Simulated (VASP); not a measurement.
Set up this calculation in VASP 6.6.1, as the native input.

```yaml
Task: single point
Functional: r2SCAN
Potentials_or_basis: VASP PAW PBE potentials, release 64 (V_sv)
Cutoff: 520 eV
k_mesh: 11 × 11 × 17
Occupations: fermi-dirac, width 0.1 eV
Spin: no spin polarisation
Dipole_correction: no
Further_INCAR_settings: ALGO = Normal; EDIFF = 1e-06; NBANDS = 26
```

The system is V.

```xyz
3
Lattice="4.4362 0.0000 0.0000 -2.2181 3.8418 0.0000 0.0000 0.0000 2.3722" Properties=species:S:1:pos:R:3 pbc="T T T"
V     2.2181    3.8418    0.0000
V     0.0000    2.5612    1.1861
V     2.2181    1.2806    1.1861
```

One way to write it, as run:

POSCAR

```
V
1.0
    4.4361728639      0.0000000000      0.0000000000
   -2.2180864319      3.8418383957      0.0000000000
    0.0000000000      0.0000000000      2.3721741271
V
3
Direct
    1.0000000000      1.0000000000      0.0000000000
    0.3333333333      0.6666666667      0.5000000000
    0.6666666667      0.3333333333      0.5000000000
```

INCAR.step1

```
PREC = Accurate
ENCUT = 520
ISMEAR = -1
SIGMA = 0.1
LREAL = False
LASPH = True
NELM = 80
NBANDS = 26
GGA = PE
ALGO = Normal
EDIFF = 1E-4
LWAVE = True
LCHARG = False
```

INCAR.step2

```
PREC = Accurate
ENCUT = 520
EDIFF = 1E-6
ISMEAR = -1
SIGMA = 0.1
LREAL = False
LASPH = True
NELM = 80
ALGO = Normal
ISIF = 2
LWAVE = False
LCHARG = True
METAGGA = R2SCAN
LMIXTAU = True
LELF = True
LVHAR = True
NBANDS = 26
ISTART = 1
```

KPOINTS

```
regular mesh
0
Gamma
  11 11 17
```

Potentials or basis: VASP PAW PBE potentials, release 64 (V_sv).

Command:

```sh
$ cat potpaw_PBE.64/V_sv/POTCAR > POTCAR
$ cp INCAR.step1 INCAR
$ mpirun -np 1 vasp_std > vasp.out
$ cp INCAR.step2 INCAR
$ mpirun -np 1 vasp_std > vasp.out
```

Results of the run:

- Pressure: 0.7 GPa

Caveat: the PAW data sets were made with another functional, which shifts forces and pressure a little.

Run time: 4.8 min on 1 thread of Intel(R) Xeon(R) Platinum 8375C CPU @ 2.90GHz (Ice Lake), with other jobs on the host, peak memory 0.24 GiB.
